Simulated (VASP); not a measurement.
Here is a VASP 6.6.1 calculation.

POSCAR

```
SiNi2
1.0
    3.7249921528      0.0000000000      0.0000000000
   -1.8624960764      3.2259378333      0.0000000000
    0.0000000000      0.0000000000      4.6786201808
Si Ni
2 4
Direct
    0.3333333333      0.6666666667      0.7500000000
    0.6666666667      0.3333333333      0.2500000000
    0.0000000000      0.0000000000      0.0000000000
    0.0000000000      0.0000000000      0.5000000000
    0.3333333333      0.6666666667      0.2500000000
    0.6666666667      0.3333333333      0.7500000000
```

INCAR.step1

```
SYSTEM = SiNi2
ALGO = Normal
EDIFF = 1E-4
ENCUT = 520
GGA = PE
ISMEAR = 0
LASPH = .TRUE.
LCHARG = .FALSE.
LREAL = .FALSE.
LWAVE = .TRUE.
NBANDS = 33
NELM = 100
PREC = Accurate
SIGMA = 0.1
```

INCAR.step2

```
SYSTEM = SiNi2
ALGO = Normal
EDIFF = 1E-7
ENCUT = 520
ISIF = 2
ISMEAR = 0
ISTART = 1
LASPH = .TRUE.
LCHARG = .FALSE.
LMIXTAU = .TRUE.
LREAL = .FALSE.
LWAVE = .FALSE.
METAGGA = R2SCAN
NBANDS = 33
NELM = 100
PREC = Accurate
SIGMA = 0.1
```

Contents of KPOINTS:

```
k-points
0
G
  12 12 8
  0 0 0
```

Potentials or basis: VASP PAW PBE potentials, release 64 (Si, Ni).

Command:

```sh
$ cat potpaw_PBE.64/Si/POTCAR potpaw_PBE.64/Ni/POTCAR > POTCAR
$ cp INCAR.step1 INCAR
$ mpirun -np 1 vasp_std > vasp.out
$ cp INCAR.step2 INCAR
$ mpirun -np 1 vasp_std > vasp.out
```

Task: What does it give for the pressure?

Result: 39.2 GPa.

Task: Predict the band gap on the k mesh.

Result: Zero (band 24 reaches 16.84 eV, above the bottom of band 25 at 12.76 eV).

Stress tensor (GPa, compression positive):
```
39.28  0.00  0.00
 0.00 39.28  0.00
 0.00  0.00 39.07
```

Caveat: the PAW data sets were made with another functional, which shifts forces and pressure a little. Spin polarisation is off, so any magnetic state and its effect on volume and gap are missing.
